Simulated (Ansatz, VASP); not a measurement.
# One calculation of Cd, two programs

```
CELL_PARAMETERS angstrom
2.94335 0.00000 0.00000
-1.47167 2.54901 0.00000
0.00000 0.00000 11.26593
ATOMIC_POSITIONS crystal
Cd 0.00000 0.00000 0.00000
Cd 0.00000 0.00000 0.50000
Cd 0.33333 0.66667 0.25000
Cd 0.66667 0.33333 0.75000
```

Alike in both runs: functional PBEsol; k mesh 18 × 18 × 4; occupations gaussian, width 0.1 eV; no spin polarisation.

Ansatz relaxed the structure, and its values are those at the end. VASP's run is a single point on that final structure, the one shown.

|  | VASP | Ansatz |
| --- | --- | --- |
| version | VASP 6.6.1 | Ansatz 0.2.0 |
| potentials or method | VASP PAW PBE potentials, release 64 (Cd), cutoff 520 eV | scalar-relativistic, plane waves, PAW |
| valence electrons in the cell | 48 | 80 |

|  | VASP | Ansatz | Ansatz less VASP |
| --- | --- | --- | --- |
| gap on the k mesh at the Fermi level (eV) | none | none | - |
| pressure (GPa) | 0.4 | 0.0 | -0.40 |

VASP's potentials were made for PBE, not for PBEsol. A gap of «none» marks a metal or a gap that the smearing closes. With one functional, cell and mesh, what is left measures potentials, basis and numerics. VASP's potentials hold 48 valence electrons a cell and Ansatz's 80, so a difference there can come from the potentials and not from the codes.
